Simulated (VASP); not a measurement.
Write the native input for VASP 6.6.1 that does the following.

| Item | Value |
| --- | --- |
| Task | single point |
| Functional | LDA |
| Potentials or basis | VASP PAW LDA potentials, release 64 (Mg, O) |
| Cutoff | 520 eV |
| k mesh | 12 × 12 × 12 |
| Occupations | gaussian, width 0.05 eV |
| Spin | no spin polarisation |
| Dipole correction | no |
| Further INCAR settings | ALGO = Normal; EDIFF = 1e-07; NBANDS = 14 |

The structure of MgO2 lies in POSCAR:

```
MgO2
1.0
    1.6649395541      0.9612532998      3.4939788749
   -1.6649395541      0.9612532998      3.4939788749
    0.0000000000     -1.9225065995      3.4939788749
Mg O
1 2
Direct
    0.0000000000      0.0000000000      0.0000000000
    0.4287860000      0.4287860000      0.4287860000
    0.5712140000      0.5712140000      0.5712140000
```

This cell differs from its parent crystal: strain +0.0375 x Voigt [1, 1, 0, 0, 0, 0].

The input as run:

INCAR

```
PREC = Accurate
ENCUT = 520
EDIFF = 1E-7
ISMEAR = 0
SIGMA = 0.05
LREAL = False
LASPH = True
NELM = 60
ALGO = Normal
ISIF = 2
LWAVE = False
LCHARG = True
LELF = True
LVHAR = True
NBANDS = 14
```

KPOINTS

```
Automatic mesh
0
Gamma
  12 12 12
```

Potentials or basis: VASP PAW LDA potentials, release 64 (Mg, O).

Run with:

```console
$ cat potpaw_LDA.64/Mg/POTCAR potpaw_LDA.64/O/POTCAR > POTCAR
$ mpirun -np 1 vasp_std > vasp.out
```

It gave:

```yaml
Pressure: -15.9 GPa
Largest_force: 0.172 eV/Å
Band_gap_on_the_k_mesh: 2.22 eV
```

Caveat: the cell differs from its parent crystal (strain +0.0375 x Voigt [1, 1, 0, 0, 0, 0]); the cell stands under tension.

Run time: 3 min on 1 thread of AMD EPYC 7R13, on a shared host, peak memory 0.18 GiB.
